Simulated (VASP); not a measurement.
# ZnS (F-43m) in VASP: a series of runs

Runs on ZnS. Level: PBE. Tasks: single point.

All numbers are computed with VASP 6.6.1; they aren't measurements. Logs are shortened: lines on timing, memory, paths and dates and some standing lists are left out, and cuts for length are marked.

**The experiment to reproduce.**

From “Electronic, vibrational, and thermodynamic properties of ZnS (zincblende and rocksalt structure)”, 2009, arxiv:0911.5022, for a bulk crystal of ZnS at 19 K: band gap 3.85 eV (direct).

The runs below are set against these values where they give the same quantity.

### 1 The cell of the first run

The structure is cubic, space group F-43m (No. 216). Conventional cell: a = 5.370 Å, b = 5.370 Å, c = 5.370 Å, α = 90.00°, β = 90.00°, γ = 90.00°. Zn (site symmetry -43m) has 4 S at 2.33 Å within 3.1 Å. S (site symmetry -43m) has 4 Zn at 2.33 Å within 3.1 Å.

### 2 Single point, PBE (volume scaled by 0.960)

Contents of INCAR:

```
PREC = Accurate
ENCUT = 520
EDIFF = 1E-6
ISMEAR = 0
SIGMA = 0.05
LREAL = False
LASPH = True
NELM = 60
ALGO = Normal
ISIF = 2
LWAVE = False
LCHARG = False
GGA = PE
NBANDS = 16
```

Contents of KPOINTS:

```
Automatic mesh
0
Gamma
  12 12 12
```

Contents of POSCAR:

```
ZnS
1.0
    0.0000000000      2.6850136010      2.6850136010
    2.6850136010      0.0000000000      2.6850136010
    2.6850136010      2.6850136010      0.0000000000
Zn S
1 1
Direct
    0.0000000000      0.0000000000      0.0000000000
    0.7500000000      0.7500000000      0.7500000000
```

Potentials or basis: VASP PAW PBE potentials, release 64 (Zn, S).

Launch:

```console
cat potpaw_PBE.64/Zn/POTCAR potpaw_PBE.64/S/POTCAR > POTCAR
mpirun -np 1 vasp_std > vasp.out
```

OUTCAR:

```text
PREC = Accurate
   ENCUT = 520
   EDIFF = 1E-6
   ISMEAR = 0
   LREAL = False
   LASPH = True
   NELM = 60
   ISIF = 2
   GGA = PE

 ion  position               nearest neighbor table
   1  0.000  0.000  0.000-   2 2.33   2 2.33   2 2.33   2 2.33
   2  0.750  0.750  0.750-   1 2.33   1 2.33   1 2.33   1 2.33

  LATTYP: Found a face centered cubic cell.
 ALAT       =     5.3700272020

  Lattice vectors:

 A1 = (   0.0000000000,   2.6850136010,   2.6850136010)
 A2 = (   2.6850136010,   0.0000000000,   2.6850136010)
 A3 = (   2.6850136010,   2.6850136010,   0.0000000000)

Analysis of symmetry for initial positions (statically):
=====================================================================
 Subroutine PRICEL returns:
 Original cell was already a primitive cell.

 Routine SETGRP: Setting up the symmetry group for a
 face centered cubic supercell.

 Subroutine GETGRP returns: Found 24 space group operations
 (whereof 24 operations were pure point group operations)
 out of a pool of 48 trial point group operations.

The static configuration has the point symmetry T_d .

Analysis of symmetry for dynamics (positions and initial velocities):
=====================================================================
 Subroutine PRICEL returns:
 Original cell was already a primitive cell.

 Routine SETGRP: Setting up the symmetry group for a
 face centered cubic supercell.

 Subroutine GETGRP returns: Found 24 space group operations
 (whereof 24 operations were pure point group operations)
 out of a pool of 48 trial point group operations.

The dynamic configuration has the point symmetry T_d .

 Subroutine INISYM returns: Found 24 space group operations
 (whereof 24 operations are pure point group operations),
 and found     1 'primitive' translations

----------------------------------------------------------------------------------------

                                     Primitive cell

  volume of cell :      38.7141

  direct lattice vectors                    reciprocal lattice vectors
     0.000000000  2.685013601  2.685013601    -0.186218796  0.186218796  0.186218796
     2.685013601  0.000000000  2.685013601     0.186218796 -0.186218796  0.186218796
     2.685013601  2.685013601  0.000000000     0.186218796  0.186218796 -0.186218796

  length of vectors
     3.797182650  3.797182650  3.797182650     0.322540416  0.322540416  0.322540416

  position of ions in fractional coordinates (direct lattice)
     0.000000000  0.000000000  0.000000000
     0.750000000  0.750000000  0.750000000

  ion indices of the primitive-cell ions
   primitive index   ion index
                 1           1
                 2           2

----------------------------------------------------------------------------------------

 KPOINTS: Automatic mesh

Automatic generation of k-mesh.
 Grid dimensions read from file:
 generate k-points for:   12   12   12

 Generating k-lattice:

  Cartesian coordinates                     Fractional coordinates (reciprocal lattice)
    -0.015518233  0.015518233  0.015518233     0.083333333  0.000000000  0.000000000
     0.015518233 -0.015518233  0.015518233     0.000000000  0.083333333  0.000000000
     0.015518233  0.015518233 -0.015518233     0.000000000  0.000000000  0.083333333

  Length of vectors
     0.026878368  0.026878368  0.026878368

  Shift w.r.t. Gamma in fractional coordinates (k-lattice)
     0.000000000  0.000000000  0.000000000

 Subroutine IBZKPT returns following result:
 ===========================================

 Found     72 irreducible k-points:

 Following reciprocal coordinates:
            Coordinates               Weight
  0.000000  0.000000  0.000000      1.000000
  0.083333  0.000000  0.000000      8.000000
  0.166667  0.000000  0.000000      8.000000
  0.250000  0.000000  0.000000      8.000000
  0.333333  0.000000  0.000000      8.000000
  0.416667  0.000000  0.000000      8.000000
[... 16 lines left out ...]
  0.500000  0.166667  0.000000     24.000000
 -0.416667  0.166667  0.000000     24.000000
 [... further k-points ...]
   k-points           NKPTS =     72   k-points in BZ     NKDIM =     72   number of bands    NBANDS=     16
   number of dos      NEDOS =    301   number of ions     NIONS =      2
   total plane-waves  NPLWV =  21952
   dimension x,y,z NGX =    28 NGY =   28 NGZ =   28
   dimension x,y,z NGXF=    56 NGYF=   56 NGZF=   56
   ions per type =               1   1
   NGX,Y,Z   is equivalent  to a cutoff of  12.26, 12.26, 12.26 a.u.
   NGXF,Y,Z  is equivalent  to a cutoff of  24.52, 24.52, 24.52 a.u.
 SYSTEM =  unknown system
   PREC   = accura    normal or accurate (medium, high low for compatibility)
   ISTART =      0    job   : 0-new  1-cont  2-samecut
   ICHARG =      2    charge: 1-file 2-atom 10-const
   ISPIN  =      1    spin polarized calculation?
   LNONCOLLINEAR =      F non collinear calculations
   LSORBIT =      F    spin-orbit coupling
   LASPH  =      T    aspherical Exc in radial PAW
   ENCUT  =  520.0 eV  38.22 Ry    6.18 a.u.   7.06  7.06  7.06*2*pi/ulx,y,z
   NELM   =     60;   NELMIN=  2; NELMDL= -5     # of ELM steps
   EDIFF  = 0.1E-05   stopping-criterion for ELM
   LREAL  =      F    real-space projection
   EDIFFG = 0.1E-04   stopping-criterion for IOM
   NSW    =      0    number of steps for IOM
   IBRION =     -1    ionic relax: 0-MD 1-quasi-New 2-CG
   NFREE  =      0    steps in history (QN), initial steepest desc. (CG)
   ISIF   =      2    stress and relaxation
   ISYM   =      2    0-nonsym 1-usesym 2-fastsym
   POTIM  = 0.5000    time-step for ionic-motion
   TEBEG  =    0.0;   TEEND  =   0.0 temperature during run
   PSTRESS=    0.0 pullay stress
   NELECT =      18.0000    total number of electrons
   NUPDOWN=      -1.0000    fix difference up-down
   EMIN   =  10.00;   EMAX   =-10.00  energy-range for DOS
   EFERMI =   0.00;   METHOD = LEGACY
   ISMEAR =     0;   SIGMA  =   0.05  broadening in eV -4-tet -1-fermi 0-gaus
   EFERMI_NEDOS =   21; number of points for ismear=-14 and -15
   IALGO  =     38    algorithm
   IMIX   =      4    mixing-type and parameters
     AMIX     =   0.40;   BMIX     =  1.00
     AMIX_MAG =   1.60;   BMIX_MAG =  1.00
  volume/ion in A,a.u.               =      19.36       130.63
  Fermi-wavevector in a.u.,A,eV,Ry     =   1.268263  2.396669 21.884835  1.608490
  Thomas-Fermi vector in A             =   2.401367
   LORBIT       =      0    0 simple, 1 ext, 2 COOP (PROOUT), +10 PAW based schemes
   GGA     = PE    functional components
   LHFCALC =     F    Hartree Fock is set to
   AEXX    =    0.0000 exact exchange contribution
   IVDW    =     0    specifies the selected vdW correction
   LEPSILON=     F    determine dielectric tensor
   LRPA    =     F    only Hartree local field effects (RPA)
 non-spin polarized calculation
 Gauss-broadening in eV      SIGMA  =   0.05
  energy-cutoff  :      520.00
  volume of cell :       38.71
 maximum number of plane-waves:      1056
   NGX = 15   NGY = 15   NGZ = 15

 number of electron      18.0000012 magnetization

 Free energy of the ion-electron system (eV)
  ---------------------------------------------------
  ext. energy  EPLUGINS =         0.00000000
  ---------------------------------------------------
  free energy    TOTEN  =        -6.83567614 eV

  energy without entropy =       -6.83567614  energy(sigma->0) =       -6.83567614

 E-fermi :   2.4949     XC(G=0):  -9.7198

 val. band max:        2.2849514982   @ k =   0.0000   0.0000   0.0000
 cond. band min:       4.4827813282   @ k =   0.0000   0.0000   0.0000
 fundamental gap:      2.1978298300
 Fermi energy:         2.4948875551

 k-point     1 :       0.0000    0.0000    0.0000
  band No.  band energies     occupation
      1     -10.9891      2.00000
      2      -4.1311      2.00000
      3      -4.1311      2.00000
      4      -4.1311      2.00000
      5      -3.6101      2.00000
      6      -3.6101      2.00000
[... 8 lines left out ...]
     15      14.0697      0.00000
     16      14.2624      0.00000

 k-point     2 :       0.0833    0.0000    0.0000
  band No.  band energies     occupation
      1     -10.9346      2.00000
      2      -4.1322      2.00000
      3      -4.1210      2.00000
      4      -4.1210      2.00000
      5      -3.6111      2.00000
      6      -3.6111      2.00000
[... 8 lines left out ...]
     15      13.7287      0.00000
     16      14.6985      0.00000

 k-point     3 :       0.1667    0.0000    0.0000
  band No.  band energies     occupation
      1     -10.7799      2.00000
      2      -4.1266      2.00000
      3      -4.0944      2.00000
      4      -4.0944      2.00000
      5      -3.6121      2.00000
      6      -3.6121      2.00000
[... 8 lines left out ...]
     15      13.2735      0.00000
     16      15.0642      0.00000

 k-point     4 :       0.2500    0.0000    0.0000
  band No.  band energies     occupation
      1     -10.5527      2.00000
      2      -4.0879      2.00000
      3      -4.0613      2.00000
      4      -4.0613      2.00000
      5      -3.6085      2.00000
      6      -3.6085      2.00000
[... 8 lines left out ...]
     15      13.2715      0.00000
     16      14.5490      0.00000

 k-point     5 :       0.3333    0.0000    0.0000
  band No.  band energies     occupation
      1     -10.3037      2.00000
      2      -4.0333      2.00000
      3      -4.0333      2.00000
      4      -3.9734      2.00000
      5      -3.5977      2.00000
      6      -3.5977      2.00000
[... 8 lines left out ...]
     15      13.8994      0.00000
     16      14.2090      0.00000

 k-point     6 :       0.4167    0.0000    0.0000
  band No.  band energies     occupation
      1     -10.1042      2.00000
      2      -4.0167      2.00000
      3      -4.0167      2.00000
      4      -3.7297      2.00000
      5      -3.5844      2.00000
      6      -3.5844      2.00000
[... 8 lines left out ...]
     15      14.9644      0.00000
     16      14.9644      0.00000

 k-point     7 :       0.5000    0.0000    0.0000
  band No.  band energies     occupation
      1     -10.0269      2.00000
      2      -4.0116      2.00000
      3      -4.0116      2.00000
      4      -3.5782      2.00000
      5      -3.5782      2.00000
      6      -3.4024      2.00000
[... 8 lines left out ...]
     15      15.7420      0.00000
     16      15.7420      0.00000

 k-point     8 :       0.0833    0.0833    0.0000
  band No.  band energies     occupation
      1     -10.9164      2.00000
      2      -4.1417      2.00000
      3      -4.1129      2.00000
      4      -4.1129      2.00000
      5      -3.6183      2.00000
      6      -3.6048      2.00000
[... 8 lines left out ...]
     15      14.1601      0.00000
     16      14.8871      0.00000

 k-point     9 :       0.1667    0.0833    0.0000
  band No.  band energies     occupation
      1     -10.7950      2.00000
      2      -4.1457      2.00000
      3      -4.0888      2.00000
      4      -4.0871      2.00000
      5      -3.6256      2.00000
      6      -3.6001      2.00000
[... 8 lines left out ...]
     15      14.0086      0.00000
     16      15.6007      0.00000
[... 172 lines left out ...]
 k-point    19 :       0.1667    0.1667    0.0000
  band No.  band energies     occupation
      1     -10.7099      2.00000
      2      -4.1669      2.00000
      3      -4.0600      2.00000
      4      -4.0600      2.00000
      5      -3.6383      2.00000
      6      -3.5902      2.00000
[... 8 lines left out ...]
     15      14.4253      0.00000
     16      16.4150      0.00000

 k-point    20 :       0.2500    0.1667    0.0000
  band No.  band energies     occupation
      1     -10.5396      2.00000
      2      -4.1664      2.00000
      3      -4.0223      2.00000
      4      -4.0216      2.00000
      5      -3.6438      2.00000
      6      -3.5816      2.00000
[... 8 lines left out ...]
     15      14.5190      0.00000
     16      16.8617      0.00000

 k-point    21 :       0.3333    0.1667    0.0000
  band No.  band energies     occupation
      1     -10.3183      2.00000
      2      -4.1256      2.00000
      3      -3.9866      2.00000
      4      -3.9737      2.00000
      5      -3.6306      2.00000
      6      -3.5731      2.00000
[... 8 lines left out ...]
     15      14.8718      0.00000
     16      16.3688      0.00000

 k-point    22 :       0.4167    0.1667    0.0000
  band No.  band energies     occupation
      1     -10.1010      2.00000
      2      -4.0573      2.00000
      3      -3.9631      2.00000
      4      -3.8817      2.00000
      5      -3.5835      2.00000
      6      -3.5678      2.00000
[... 8 lines left out ...]
     15      15.6127      0.00000
     16      16.1281      0.00000

 k-point    23 :       0.5000    0.1667    0.0000
  band No.  band energies     occupation
      1      -9.9551      2.00000
      2      -4.0212      2.00000
      3      -3.9548      2.00000
      4      -3.7217      2.00000
      5      -3.5724      2.00000
      6      -3.4514      2.00000
[... 8 lines left out ...]
     15      15.7835      0.00000
     16      16.4034      0.00000

 k-point    24 :      -0.4167    0.1667    0.0000
  band No.  band energies     occupation
      1      -9.9349      2.00000
      2      -4.0096      2.00000
      3      -3.9605      2.00000
      4      -3.6574      2.00000
      5      -3.5899      2.00000
      6      -3.3991      2.00000
[... 8 lines left out ...]
     15      14.6116      0.00000
     16      16.2737      0.00000

 [... further k-points ...]
[... 5 lines left out ...]
  --------------------------------------------------------------------------------------
  -------------------------------------------------------------------------------------
  Total        0.7933544      0.7933544      0.7933544      0.0000000      0.0000000      0.0000000
  in kB       32.8328324     32.8328324     32.8328324      0.0000000      0.0000000      0.0000000
  external PRESSURE =      32.8328324 kB  Pullay stress =       0.0000000 kB

 VOLUME and BASIS-vectors are now :
 -----------------------------------------------------------------------------
  energy-cutoff  :      520.00
  volume of cell :       38.71
      direct lattice vectors                 reciprocal lattice vectors
     0.000000000  2.685013601  2.685013601    -0.186218796  0.186218796  0.186218796
     2.685013601  0.000000000  2.685013601     0.186218796 -0.186218796  0.186218796
     2.685013601  2.685013601  0.000000000     0.186218796  0.186218796 -0.186218796

 POSITION                                       TOTAL-FORCE (eV/Angst)
 -----------------------------------------------------------------------------------
      0.00000      0.00000      0.00000         0.000000     -0.000000     -0.000000
      4.02752      4.02752      4.02752        -0.000000      0.000000      0.000000
 -----------------------------------------------------------------------------------
    total drift:                               -0.000001     -0.000001     -0.000001

  FREE ENERGIE OF THE ION-ELECTRON SYSTEM (eV)
  ---------------------------------------------------
  free  energy   TOTEN  =        -6.8356761441 eV

  energy  without entropy=       -6.8356761441  energy(sigma->0) =       -6.83567614
```

Wall time 80 s (1 thread of AMD EPYC 7R13, shared host); peak memory 0.15 GiB.

Results:

| Quantity | Value |
| --- | --- |
| Free energy | -6.8357 eV |
| Pressure | 3.3 GPa |
| Band gap on the k mesh | 2.20 eV, direct |

(Part 1 of 2 ends here.)
